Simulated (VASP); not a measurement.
# MnO2 (Fd-3m) in VASP: a series of runs

Aim: see how the results for MnO2 move with the level of theory and the settings. Levels: PBEsol, PBEsol+D4, PBEsol+D3(BJ). Tasks: single point.

Program: VASP 6.6.1. These are calculated values, not measurements. Logs are shortened: lines on timing, memory, paths and dates and some standing lists are left out, and cuts for length are marked.

**1. The cell of the first run**

It takes space group Fd-3m (No. 227, cubic). The conventional cell has a = 8.040 Å, b = 8.040 Å, c = 8.040 Å, α = 90.00°, β = 90.00°, γ = 90.00°. Within 2.5 Å of Mn (site symmetry -3m) lie 6 O at 1.90 Å. Within 2.6 Å of O (site symmetry 3m) lie 3 Mn at 1.90 Å and 3 O at 2.52 Å.

**2. Single point, PBEsol**

INCAR reads:

```
  PREC = Accurate
  ENCUT = 520
  EDIFF = 1E-6
  ISMEAR = -1
  SIGMA = 0.05
  LREAL = F
  LASPH = T
  NELM = 60
  ALGO = Normal
  ISIF = 2
  LWAVE = F
  LCHARG = F
  GGA = PS
  NBANDS = 62
```

KPOINTS reads:

```
Automatic mesh
0
Gamma
  6 6 6
```

POSCAR reads:

```
MnO2
1.0
    0.0000000000      4.0199925062      4.0199925062
    4.0199925062      0.0000000000      4.0199925062
    4.0199925062      4.0199925062      0.0000000000
Mn O
4 8
Direct
    0.1250000000      0.1250000000      0.1250000000
    0.1250000000      0.1250000000      0.6250000000
    0.6250000000      0.1250000000      0.1250000000
    0.1250000000      0.6250000000      0.1250000000
    0.3609537633      0.3609537633      0.3609537633
    0.3609537633      0.3609537633      0.9171387100
    0.9171387100      0.3609537633      0.3609537633
    0.3609537633      0.9171387100      0.3609537633
    0.8890462367      0.8890462367      0.3328612900
    0.8890462367      0.8890462367      0.8890462367
    0.8890462367      0.3328612900      0.8890462367
    0.3328612900      0.8890462367      0.8890462367
```

Potentials or basis: VASP PAW PBE potentials, release 64 (Mn_pv, O).

The run is started by

```sh
$ cat potpaw_PBE.64/Mn_pv/POTCAR potpaw_PBE.64/O/POTCAR > POTCAR
$ mpirun -np 1 vasp_std > vasp.out
```

OUTCAR:

```text
PREC = Accurate
   ENCUT = 520
   EDIFF = 1E-6
   ISMEAR = -1
   LREAL = F
   LASPH = T
   NELM = 60
   ISIF = 2
   GGA = PS

 ion  position               nearest neighbor table
   1  0.125  0.125  0.125-   6 1.90   7 1.90   8 1.90   9 1.90  11 1.90  12 1.90   2 2.84   3 2.84
                             4 2.84   2 2.84   4 2.84   3 2.84
   2  0.125  0.125  0.625-   5 1.90  10 1.90   8 1.90   7 1.90  11 1.90  12 1.90   1 2.84   1 2.84
                             3 2.84   4 2.84   4 2.84   3 2.84
   3  0.625  0.125  0.125-   5 1.90  10 1.90   8 1.90   9 1.90   6 1.90  11 1.90   1 2.84   2 2.84
                             4 2.84   1 2.84   2 2.84   4 2.84
   4  0.125  0.625  0.125-   5 1.90  10 1.90   7 1.90   9 1.90   6 1.90  12 1.90   1 2.84   2 2.84
                             1 2.84   2 2.84   3 2.84   3 2.84
   5  0.361  0.361  0.361-   2 1.90   3 1.90   4 1.90
   6  0.361  0.361  0.917-   1 1.90   3 1.90   4 1.90
   7  0.917  0.361  0.361-   1 1.90   2 1.90   4 1.90
   8  0.361  0.917  0.361-   1 1.90   2 1.90   3 1.90
   9  0.889  0.889  0.333-   1 1.90   3 1.90   4 1.90
  10  0.889  0.889  0.889-   2 1.90   3 1.90   4 1.90
  11  0.889  0.333  0.889-   1 1.90   2 1.90   3 1.90
  12  0.333  0.889  0.889-   1 1.90   2 1.90   4 1.90

  LATTYP: Found a face centered cubic cell.
 ALAT       =     8.0399850124

  Lattice vectors:

 A1 = (   0.0000000000,   4.0199925062,   4.0199925062)
 A2 = (   4.0199925062,   0.0000000000,   4.0199925062)
 A3 = (   4.0199925062,   4.0199925062,   0.0000000000)

Analysis of symmetry for initial positions (statically):
=====================================================================
 Subroutine PRICEL returns:
 Original cell was already a primitive cell.

 Routine SETGRP: Setting up the symmetry group for a
 face centered cubic supercell.

 Subroutine GETGRP returns: Found 48 space group operations
 (whereof 24 operations were pure point group operations)
 out of a pool of 48 trial point group operations.

The static configuration has the point symmetry T_d .
 The point group associated with its full space group is O_h .

Analysis of symmetry for dynamics (positions and initial velocities):
=====================================================================
 Subroutine PRICEL returns:
 Original cell was already a primitive cell.

 Routine SETGRP: Setting up the symmetry group for a
 face centered cubic supercell.

 Subroutine GETGRP returns: Found 48 space group operations
 (whereof 24 operations were pure point group operations)
 out of a pool of 48 trial point group operations.

The dynamic configuration has the point symmetry T_d .
 The point group associated with its full space group is O_h .

 Subroutine INISYM returns: Found 48 space group operations
 (whereof 24 operations are pure point group operations),
 and found     1 'primitive' translations

----------------------------------------------------------------------------------------

                                     Primitive cell

  volume of cell :     129.9289

  direct lattice vectors                    reciprocal lattice vectors
     0.000000000  4.019992506  4.019992506    -0.124378341  0.124378341  0.124378341
     4.019992506  0.000000000  4.019992506     0.124378341 -0.124378341  0.124378341
     4.019992506  4.019992506  0.000000000     0.124378341  0.124378341 -0.124378341

  length of vectors
     5.685127923  5.685127923  5.685127923     0.215429607  0.215429607  0.215429607

  position of ions in fractional coordinates (direct lattice)
     0.125000000  0.125000000  0.125000000
     0.125000000  0.125000000  0.625000000
     0.625000000  0.125000000  0.125000000
     0.125000000  0.625000000  0.125000000
     0.360953763  0.360953763  0.360953763
     0.360953763  0.360953763  0.917138710
     0.917138710  0.360953763  0.360953763
     0.360953763  0.917138710  0.360953763
     0.889046237  0.889046237  0.332861290
     0.889046237  0.889046237  0.889046237
     0.889046237  0.332861290  0.889046237
     0.332861290  0.889046237  0.889046237

  ion indices of the primitive-cell ions
   primitive index   ion index
                 1           1
                 2           2
                 3           3
                 4           4
                 5           5
                 6           6
                 7           7
                 8           8
                 9           9
                10          10
                11          11
                12          12

----------------------------------------------------------------------------------------

 KPOINTS: Automatic mesh

Automatic generation of k-mesh.
 Grid dimensions read from file:
 generate k-points for:    6    6    6

 Generating k-lattice:

  Cartesian coordinates                     Fractional coordinates (reciprocal lattice)
    -0.020729724  0.020729724  0.020729724     0.166666667  0.000000000  0.000000000
     0.020729724 -0.020729724  0.020729724     0.000000000  0.166666667  0.000000000
     0.020729724  0.020729724 -0.020729724     0.000000000  0.000000000  0.166666667

  Length of vectors
     0.035904934  0.035904934  0.035904934

  Shift w.r.t. Gamma in fractional coordinates (k-lattice)
     0.000000000  0.000000000  0.000000000

 Subroutine IBZKPT returns following result:
 ===========================================

 Found     16 irreducible k-points:

 Following reciprocal coordinates:
            Coordinates               Weight
  0.000000  0.000000  0.000000      1.000000
  0.166667  0.000000  0.000000      8.000000
  0.333333  0.000000  0.000000      8.000000
  0.500000  0.000000  0.000000      4.000000
  0.166667  0.166667  0.000000      6.000000
  0.333333  0.166667  0.000000     24.000000
[... 8 lines left out ...]
 -0.333333  0.333333  0.166667     24.000000
 -0.333333  0.500000  0.166667     12.000000
   k-points           NKPTS =     16   k-points in BZ     NKDIM =     16   number of bands    NBANDS=     62
   number of dos      NEDOS =    301   number of ions     NIONS =     12
   total plane-waves  NPLWV =  74088
   dimension x,y,z NGX =    42 NGY =   42 NGZ =   42
   dimension x,y,z NGXF=    84 NGYF=   84 NGZF=   84
   ions per type =               4   8
   NGX,Y,Z   is equivalent  to a cutoff of  12.28, 12.28, 12.28 a.u.
   NGXF,Y,Z  is equivalent  to a cutoff of  24.56, 24.56, 24.56 a.u.
 SYSTEM =  unknown system
   PREC   = accura    normal or accurate (medium, high low for compatibility)
   ISTART =      0    job   : 0-new  1-cont  2-samecut
   ICHARG =      2    charge: 1-file 2-atom 10-const
   ISPIN  =      1    spin polarized calculation?
   LNONCOLLINEAR =      F non collinear calculations
   LSORBIT =      F    spin-orbit coupling
   LASPH  =      T    aspherical Exc in radial PAW
   ENCUT  =  520.0 eV  38.22 Ry    6.18 a.u.  10.57 10.57 10.57*2*pi/ulx,y,z
   NELM   =     60;   NELMIN=  2; NELMDL= -5     # of ELM steps
   EDIFF  = 0.1E-05   stopping-criterion for ELM
   LREAL  =      F    real-space projection
   EDIFFG = 0.1E-04   stopping-criterion for IOM
   NSW    =      0    number of steps for IOM
   IBRION =     -1    ionic relax: 0-MD 1-quasi-New 2-CG
   NFREE  =      0    steps in history (QN), initial steepest desc. (CG)
   ISIF   =      2    stress and relaxation
   ISYM   =      2    0-nonsym 1-usesym 2-fastsym
   POTIM  = 0.5000    time-step for ionic-motion
   TEBEG  =    0.0;   TEEND  =   0.0 temperature during run
   PSTRESS=    0.0 pullay stress
   NELECT =     100.0000    total number of electrons
   NUPDOWN=      -1.0000    fix difference up-down
   EMIN   =  10.00;   EMAX   =-10.00  energy-range for DOS
   EFERMI =   0.00;   METHOD = LEGACY
   ISMEAR =    -1;   SIGMA  =   0.05  broadening in eV -4-tet -1-fermi 0-gaus
   EFERMI_NEDOS =   21; number of points for ismear=-14 and -15
   IALGO  =     38    algorithm
   IMIX   =      4    mixing-type and parameters
     AMIX     =   0.40;   BMIX     =  1.00
     AMIX_MAG =   1.60;   BMIX_MAG =  1.00
  volume/ion in A,a.u.               =      10.83        73.07
  Fermi-wavevector in a.u.,A,eV,Ry     =   1.500282  2.835122 30.624623  2.250846
  Thomas-Fermi vector in A             =   2.611803
   LORBIT       =      0    0 simple, 1 ext, 2 COOP (PROOUT), +10 PAW based schemes
   GGA     = PS    functional components
   LHFCALC =     F    Hartree Fock is set to
   AEXX    =    0.0000 exact exchange contribution
   IVDW    =     0    specifies the selected vdW correction
   LEPSILON=     F    determine dielectric tensor
   LRPA    =     F    only Hartree local field effects (RPA)
 non-spin polarized calculation
  energy-cutoff  :      520.00
  volume of cell :      129.93
 maximum number of plane-waves:      3521
   NGX = 21   NGY = 21   NGZ = 21

 number of electron     100.0000000 magnetization

 number of electron      99.9999939 magnetization

 Free energy of the ion-electron system (eV)
  ---------------------------------------------------
  ext. energy  EPLUGINS =         0.00000000
  ---------------------------------------------------
  free energy    TOTEN  =       -95.86367653 eV

  energy without entropy =      -95.68716296  energy(sigma->0) =      -95.77541974

 E-fermi :   3.4742     XC(G=0): -11.0814

 val. band max:        3.4661400288   @ k =  -0.1667   0.1667   0.0000
 cond. band min:       3.4816484133   @ k =   0.3333   0.1667   0.0000
 fundamental gap:      0.0155083845
 Fermi energy:         3.4741573933

 k-point     1 :       0.0000    0.0000    0.0000
  band No.  band energies     occupation
      1     -45.5336      2.00000
      2     -45.3707      2.00000
      3     -45.3707      2.00000
      4     -45.3707      2.00000
      5     -45.2328      2.00000
      6     -45.2328      2.00000
[... 1029 lines left out ...]
     61       6.1423      0.00000
     62       6.1423      0.00000

------------------------ aborting loop because EDIFF is reached ----------------------------------------

  FORCE on cell =-STRESS in cart. coord.  units (eV):
  Direction    XX          YY          ZZ          XY          YZ          ZX
  --------------------------------------------------------------------------------------
  -------------------------------------------------------------------------------------
  Total       -9.1864136     -9.1864136     -9.1864136      0.0000000     -0.0000000      0.0000000
  in kB     -113.2793773   -113.2793773   -113.2793773      0.0000000     -0.0000000      0.0000000
  external PRESSURE =    -113.2793773 kB  Pullay stress =       0.0000000 kB

 VOLUME and BASIS-vectors are now :
 -----------------------------------------------------------------------------
  energy-cutoff  :      520.00
  volume of cell :      129.93
      direct lattice vectors                 reciprocal lattice vectors
     0.000000000  4.019992506  4.019992506    -0.124378341  0.124378341  0.124378341
     4.019992506  0.000000000  4.019992506     0.124378341 -0.124378341  0.124378341
     4.019992506  4.019992506  0.000000000     0.124378341  0.124378341 -0.124378341

 POSITION                                       TOTAL-FORCE (eV/Angst)
 -----------------------------------------------------------------------------------
      1.00500      1.00500      1.00500         0.000000      0.000000      0.000000
      3.01499      3.01499      1.00500         0.000000      0.000000      0.000000
      1.00500      3.01499      3.01499         0.000000      0.000000      0.000000
      3.01499      1.00500      3.01499         0.000000      0.000000      0.000000
      2.90206      2.90206      2.90206        -0.461971     -0.461971     -0.461971
      5.13792      5.13792      2.90206         0.461971      0.461971     -0.461971
      2.90206      5.13792      5.13792        -0.461971      0.461971      0.461971
      5.13792      2.90206      5.13792         0.461971     -0.461971      0.461971
      4.91206      4.91206      7.14792        -0.461971     -0.461971      0.461971
      7.14792      7.14792      7.14792         0.461971      0.461971      0.461971
      4.91206      7.14792      4.91206        -0.461971      0.461971     -0.461971
      7.14792      4.91206      4.91206         0.461971     -0.461971     -0.461971
 -----------------------------------------------------------------------------------
    total drift:                               -0.000000     -0.000000      0.000000

  FREE ENERGIE OF THE ION-ELECTRON SYSTEM (eV)
  ---------------------------------------------------
  free  energy   TOTEN  =       -95.8636765329 eV

  energy  without entropy=      -95.6871629568  energy(sigma->0) =      -95.77541974
```

Run time: 2.8 min. Hardware: 1 thread of Intel Xeon Platinum 8488C (Sapphire Rapids), shared host; peak memory 0.29 GiB.

What came out:

- Free energy: -95.8637 eV
- Pressure: -11.3 GPa
- Largest force: 0.800 eV/Å
- Band gap on the k mesh: zero (bands 50 and 51 overlap by 0.22 eV)

Forces in eV/Å, atoms in the order of the input:
```
Mn   0.000  0.000  0.000
Mn   0.000  0.000  0.000
Mn   0.000  0.000  0.000
Mn   0.000  0.000  0.000
O   -0.462 -0.462 -0.462
O    0.462  0.462 -0.462
O   -0.462  0.462  0.462
O    0.462 -0.462  0.462
O   -0.462 -0.462  0.462
O    0.462  0.462  0.462
O   -0.462  0.462 -0.462
O    0.462 -0.462 -0.462
```

Levels at points of the mesh, in eV from the Fermi level:
```
           k point  band 46  band 47  band 48  band 49  band 50  band 51  band 52  band 53  band 54  band 55
(0.00, 0.00, 0.00)    -1.49    -0.46    -0.46    -0.46    -0.15    -0.15    -0.15     0.25     0.25     0.25
(0.50, 0.00, 0.00)    -0.85    -0.15    -0.14    -0.14     0.07     0.12     0.12     0.20     0.20     0.28
(0.50, 0.50, 0.00)    -0.45    -0.26    -0.26    -0.12    -0.12     0.19     0.19     0.48     0.48     0.58
```

Caveat: the cell stands under tension; the PAW data sets were made with another functional, which shifts forces and pressure a little; the run has no spin polarisation, though such a crystal can be magnetic; semilocal functionals often make such compounds metallic where correlation or magnetic order opens a gap, which also shifts bond lengths. Spin polarisation is off, so any magnetic state and its effect on volume and gap are missing.

**3. Single point, PBEsol+D4, collinear spin, ferromagnetic start**

This run uses another cell than the first one, of 10.57 Å³/atom.

INCAR reads:

```
SYSTEM = MnO2
PREC = Accurate
ENCUT = 520
EDIFF = 1E-6
ISMEAR = -1
SIGMA = 0.05
LREAL = .FALSE.
LASPH = .TRUE.
NELM = 150
ALGO = Normal
ISIF = 2
LWAVE = .FALSE.
LCHARG = .FALSE.
ISPIN = 2
MAGMOM = 4 4 4 4 0 0 0 0 0 0 0 0
LORBIT = 11
LMAXMIX = 4
GGA = PS
IVDW = 13
NBANDS = 66
```

KPOINTS reads:

```
regular mesh
0
G
  6 6 6
  0 0 0
```

POSCAR reads:

```
MnO2
1.0
    0.0000000000      3.9873421630      3.9873421630
    3.9873421630      0.0000000000      3.9873421630
    3.9873421630      3.9873421630      0.0000000000
Mn O
4 8
Direct
    0.1250000000      0.1250000000      0.1250000000
    0.1250000000      0.1250000000      0.6250000000
    0.6250000000      0.1250000000      0.1250000000
    0.1250000000      0.6250000000      0.1250000000
    0.3615548424      0.3615548424      0.3615548424
    0.3615548424      0.3615548424      0.9153354727
    0.9153354727      0.3615548424      0.3615548424
    0.3615548424      0.9153354727      0.3615548424
    0.8884451576      0.8884451576      0.3346645273
    0.8884451576      0.8884451576      0.8884451576
    0.8884451576      0.3346645273      0.8884451576
    0.3346645273      0.8884451576      0.8884451576
```

Potentials or basis: VASP PAW PBE potentials, release 64 (Mn_pv, O).

The run is started by

```sh
$ cat potpaw_PBE.64/Mn_pv/POTCAR potpaw_PBE.64/O/POTCAR > POTCAR
$ mpirun -np 1 vasp_std > vasp.out
```

It took 4.2 min on 1 thread of AMD EPYC 7R13 (Zen 3), shared host; peak memory 0.37 GiB.

The run converged. Its results:

| Property | Result |
| --- | --- |
| Free energy | -101.3372 eV |
| Pressure | 1.0 GPa |
| Largest force | 0.090 eV/Å |
| Band gap on the k mesh | 0.28 eV (least direct gap 0.47 eV) |
| Net moment | 11.99 μB per cell |
| Site moments | Mn +2.80; O +0.06 μB |
| Valence electrons inside the program's atomic spheres | Mn 11.83; O 4.98 |
| Dispersion energy per atom | -0.105 eV |

Forces in eV/Å, atoms in the order of the input:
```
Mn   0.000  0.000  0.000
Mn   0.000  0.000  0.000
Mn   0.000  0.000  0.000
Mn   0.000  0.000  0.000
O    0.052  0.052  0.052
O   -0.052 -0.052  0.052
O    0.052 -0.052 -0.052
O   -0.052  0.052 -0.052
O    0.052  0.052 -0.052
O   -0.052 -0.052 -0.052
O    0.052 -0.052  0.052
O   -0.052  0.052  0.052
```

Levels at points of the mesh, in eV from the valence-band top:
Spin up:
| k point | band 52 | band 53 | band 54 | band 55 | band 56 | band 57 | band 58 | band 59 | band 60 | band 61 |
| --- | --- | --- | --- | --- | --- | --- | --- | --- | --- | --- |
| (0.00, 0.00, 0.00) | -0.95 | -0.66 | -0.66 | -0.66 | -0.19 | 2.68 | 2.68 | 2.68 | 3.09 | 3.09 |
| (0.50, 0.00, 0.00) | -0.58 | -0.36 | -0.36 | -0.34 | -0.07 | 2.39 | 2.39 | 2.40 | 2.40 | 2.42 |
| (0.50, 0.50, 0.00) | -0.21 | -0.08 | -0.08 | -0.03 | -0.03 | 1.87 | 1.87 | 2.29 | 2.29 | 2.63 |
Spin down:
| k point | band 40 | band 41 | band 42 | band 43 | band 44 | band 45 | band 46 | band 47 | band 48 | band 49 |
| --- | --- | --- | --- | --- | --- | --- | --- | --- | --- | --- |
| (0.00, 0.00, 0.00) | -2.09 | -2.09 | -0.78 | -0.78 | -0.78 | 0.28 | 0.28 | 1.48 | 1.48 | 1.48 |
| (0.50, 0.00, 0.00) | -1.80 | -1.73 | -1.73 | -0.87 | -0.87 | 0.97 | 0.97 | 1.78 | 1.78 | 1.96 |
| (0.50, 0.50, 0.00) | -1.88 | -1.71 | -1.71 | -1.22 | -1.22 | 1.36 | 1.36 | 1.67 | 1.67 | 1.88 |

Caveat: the PAW data sets were made with another functional, which shifts forces and pressure a little; only a ferromagnetic start was run, and an antiferromagnetic order may lie lower in energy. A k mesh can miss the band edges.

(Continued in part 2 of 2.)
